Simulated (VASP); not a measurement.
Wanted: the native input for a VASP 6.6.1 run.

```yaml
Task: single point
Functional: LDA
Potentials_or_basis: VASP PAW LDA potentials, release 64 (B, N)
Cutoff: 520 eV
k_mesh: 12 × 12 × 4
Occupations: gaussian, width 0.05 eV
Spin: no spin polarisation
Dipole_correction: no
Further_INCAR_settings: ALGO = Normal; EDIFF = 1e-06; NBANDS = 16
```

The structure of BN lies in POSCAR:

```
BN
1.0
    2.4060776223      0.0000000000      0.0000000000
   -1.2030388112      2.0837243444      0.0000000000
    0.0000000000      0.0000000000      6.2805138418
B N
2 2
Direct
    0.3333333333      0.6666666667      0.2500000000
    0.6666666667      0.3333333333      0.7500000000
    0.3333333333      0.6666666667      0.7500000000
    0.6666666667      0.3333333333      0.2500000000
```

This cell differs from its parent crystal: volume 7.872 Å^3 an atom, c/a of the conventional cell 2.6103.

One way to write it, as run:

INCAR

```
SYSTEM = BN
PREC = Accurate ; ENCUT = 520
EDIFF = 1E-6 ; ISMEAR = 0
SIGMA = 0.05 ; LREAL = .False.
LASPH = .True. ; NELM = 100
ALGO = Normal ; ISIF = 2
LWAVE = .False. ; LCHARG = .False.
NBANDS = 16
```

KPOINTS

```
Automatic mesh
0
Gamma
  12 12 4
  0 0 0
```

Potentials or basis: VASP PAW LDA potentials, release 64 (B, N).

Command:

```bash
$ cat potpaw_LDA.64/B/POTCAR potpaw_LDA.64/N/POTCAR > POTCAR
$ mpirun -np 1 vasp_std > vasp.out
```

It gave:

```yaml
Pressure: 31.7 GPa
Band_gap_on_the_k_mesh: 4.13 eV, indirect (least direct gap 4.59 eV)
```

Run time: 9.6 s on 1 thread of Intel(R) Xeon(R) 6975P-C (Granite Rapids), on a shared host, peak memory 0.14 GiB.
